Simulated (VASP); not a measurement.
A run of VASP 6.6.1:

Contents of POSCAR:

```
SnSe
1.0
    0.0000000000      3.4245231689      3.4245231689
    3.4245231689      0.0000000000      3.4245231689
    3.4245231689      3.4245231689      0.0000000000
Sn Se
1 1
Direct
    0.0000000000      0.0000000000      0.0000000000
    0.7500000000      0.7500000000      0.7500000000
```

Contents of INCAR.step1:

```
PREC = Accurate
ENCUT = 520
EDIFF = 1E-5
ISMEAR = -1
SIGMA = 0.05
LREAL = False
LASPH = True
NELM = 60
ALGO = Normal
ISIF = 2
LWAVE = True
LCHARG = False
NBANDS = 17
GGA = PE
```

Contents of INCAR.step2:

```
PREC = Accurate
ENCUT = 520
EDIFF = 1E-6
ISMEAR = -1
SIGMA = 0.05
LREAL = False
LASPH = True
NELM = 60
ALGO = Normal
ISIF = 2
LWAVE = False
LCHARG = False
GGA = B3
LHFCALC = True
AEXX = 0.2
AGGAX = 0.72
AGGAC = 0.81
ALDAC = 0.19
PRECFOCK = Normal
NBANDS = 17
ISTART = 1
```

KPOINTS

```
regular mesh
0
Gamma
  4 4 4
```

Potentials or basis: VASP PAW PBE potentials, release 64 (Sn_d, Se).

Command:

```sh
$ cat potpaw_PBE.64/Sn_d/POTCAR potpaw_PBE.64/Se/POTCAR > POTCAR
$ cp INCAR.step1 INCAR
$ mpirun -np 1 vasp_std > vasp.out
$ cp INCAR.step2 INCAR
$ mpirun -np 1 vasp_std > vasp.out
```

Hardware: 1 thread of Intel Xeon 8259CL, with other jobs on the host.

Estimate the wall time of this run.

Wall time 18 min on 1 thread of Intel Xeon 8259CL, with other jobs on the host, peak memory 0.23 GiB. Counts: k points 8.
